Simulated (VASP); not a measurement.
Runs of VASP 6.6.1 on F. The structure is that of space group Fm-3m (No. 225), or close to it. The cells are those of the table. 

| task | cell | cutoff (eV) | gap on the mesh (eV) | pressure (GPa) |
| --- | --- | --- | --- | --- |
| single point | a = 2.282 Å, angles 60.0°, 1 atom | 520 | none | (a) |
| single point | a = 2.243 Å, angles 60.0°, 1 atom | 520 | none | 5.2 |
| single point | a = 1.748 Å, angles 60.0°, 1 atom | 600 | none | 562.0 |
| relaxation of cell and atoms | relaxed from a = 2.639 Å, angles 60.0°, 1 atom | 600 | none | -0.1 |
| single point | a = 2.161 Å, angles 60.0°, 1 atom | 520 | none | 24.3 |
| single point | a = 2.243 Å, angles 60.0°, 1 atom | 600 | none | 5.4 |
| single point | a = 2.282 Å, angles 60.0°, 1 atom | 600 | none | (b) |

Alike in all rows: level LDA; potentials or basis VASP PAW LDA potentials, release 64 (F); no spin polarisation; k mesh 17 × 17 × 17; smearing fermi-dirac 0.05 eV.

**Question.** Estimate the missing entries.

**Answer.** (a) -0.7; (b) -0.6.

Caveats: an odd number of electrons without spin polarisation forces a metal; a magnetic or distorted state may lie lower; the cell stands under pressure (at least some runs).

A gap of «none» marks levels without a gap at the run's occupations.
